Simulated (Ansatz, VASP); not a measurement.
# Two plane-wave programs on Ga

```
Ga
1.0
    -1.64654    1.64654    1.64654
     1.64654   -1.64654    1.64654
     1.64654    1.64654   -1.64654
Ga
1
Direct
  0.00000 0.00000 0.00000
```

Alike in both runs: functional PBEsol; k mesh 10 × 10 × 10; occupations gaussian, width 0.1 eV; no spin polarisation.

Ansatz relaxed the structure, and its values are those at the end. VASP's run is a single point on that final structure, the one shown.

|  | VASP | Ansatz |
| --- | --- | --- |
| version | VASP 6.6.1 | Ansatz 0.2.0 |
| potentials or method | VASP PAW PBE potentials, release 64 (Ga_d), cutoff 500 eV | scalar-relativistic, plane waves, PAW |
| valence electrons in the cell | 13 | 13 |

|  | VASP | Ansatz | Ansatz less VASP |
| --- | --- | --- | --- |
| gap on the k mesh at the Fermi level (eV) | none | none | - |
| pressure (GPa) | 0.0 | 0.0 | -0.04 |

VASP's potentials were made for PBE, not for PBEsol. A gap of «none» marks a metal or a gap that the smearing closes.
